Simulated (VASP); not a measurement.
Runs of VASP 6.6.1 on CuI (Marshite). The structure is that of space group P4/nmm (No. 129), or close to it. The cells are those of the table. 

```tsv
cell	gap on the mesh (eV)	pressure (GPa)	largest force (eV/Å)
a = 4.076, b = 4.076, c = 5.725 Å, 4 atoms	1.99	(a)	0.35
a = 3.855, b = 3.855, c = 5.415 Å, 4 atoms	2.20	18.8	(c)
a = 4.127, b = 4.127, c = 5.797 Å, 4 atoms	(b)	0.7	0.61
a = 4.178, b = 4.178, c = 5.868 Å, 4 atoms	1.82	-1.0	0.82
a = 3.913, b = 3.913, c = 5.496 Å, 4 atoms	2.30	13.5	0.74
a = 3.969, b = 3.969, c = 5.574 Å, 4 atoms	2.21	9.2	0.31
```

Alike in all rows: task single point; level r2SCAN; potentials or basis VASP PAW PBE potentials, release 64 (Cu, I); no spin polarisation; k mesh 6 × 6 × 4; cutoff (eV) 520; smearing gaussian 0.01 eV.

Q: Estimate the missing entries.

A: (a) 2.9; (b) 1.90; (c) 1.27.

Caveats: the PAW data sets were made with another functional, which shifts forces and pressure a little; spin-orbit coupling is left out, which moves the levels of the heavy elements.

A k mesh can miss the band edges, and the runs leave out spin-orbit coupling on I.
